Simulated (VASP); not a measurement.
Write the native input for VASP 6.6.1 that does the following.

| Quantity | Value |
| --- | --- |
| Task | single point |
| Functional | LDA |
| Potentials or basis | VASP PAW LDA potentials, release 64 (Ga_d, P) |
| Cutoff | 520 eV |
| k mesh | 8 × 8 × 8 |
| Occupations | fermi-dirac, width 0.05 eV |
| Spin | non-collinear spin, zero start, spin-orbit coupling |
| Starting moments | [[0.0, 0.0, 0.0], [0.0, 0.0, 0.0]] μB |
| Dipole correction | no |
| Further INCAR settings | ALGO = Normal; EDIFF = 1e-07; NBANDS = 30 |

The structure of GaP lies in POSCAR:

```
GaP
1.0
    0.0000000000      2.7432985392      2.7432985392
    2.7432985392      0.0000000000      2.7432985392
    2.7432985392      2.7432985392      0.0000000000
Ga P
1 1
Direct
    0.0000000000      0.0000000000      0.0000000000
    0.7500000000      0.7500000000      0.7500000000
```

These files were run (other wordings do the same):

INCAR

```
PREC     = Accurate       # precision mode
ENCUT    = 520            # plane-wave cutoff, eV
EDIFF    = 1E-7           # SCF threshold, eV
ISMEAR   = -1             # smearing method
SIGMA    = 0.05           # smearing width, eV
LREAL    = False          # projectors in reciprocal space
LASPH    = True           # aspherical terms in the spheres
NELM     = 150            # most SCF steps
ALGO     = Normal         # electronic algorithm
ISIF     = 2              # what is computed and relaxed
LWAVE    = False          # write WAVECAR
LCHARG   = False          # write CHGCAR
MAGMOM   = 0 0 0 0 0 0    # initial moments
LORBIT   = 11             # projections on sites
LSORBIT  = True           # spin-orbit coupling
GGA_COMPAT= False        
LORBMOM  = True         
NBANDS   = 30             # bands
```

KPOINTS

```
regular mesh
0
Gamma
  8 8 8
```

Potentials or basis: VASP PAW LDA potentials, release 64 (Ga_d, P).

Launch:

```console
$ cat potpaw_LDA.64/Ga_d/POTCAR potpaw_LDA.64/P/POTCAR > POTCAR
$ mpirun -np 1 vasp_ncl > vasp.out
```

Results of the run:

The pressure is -4.1 GPa and the net moment is 0.00 μB per cell. The valence electrons inside the program's atomic spheres are Ga 11.72; P 2.53.

Run time: 64 s on 1 thread of Intel(R) Xeon(R) 6975P-C (Granite Rapids), with other jobs on the host, peak memory 0.27 GiB.
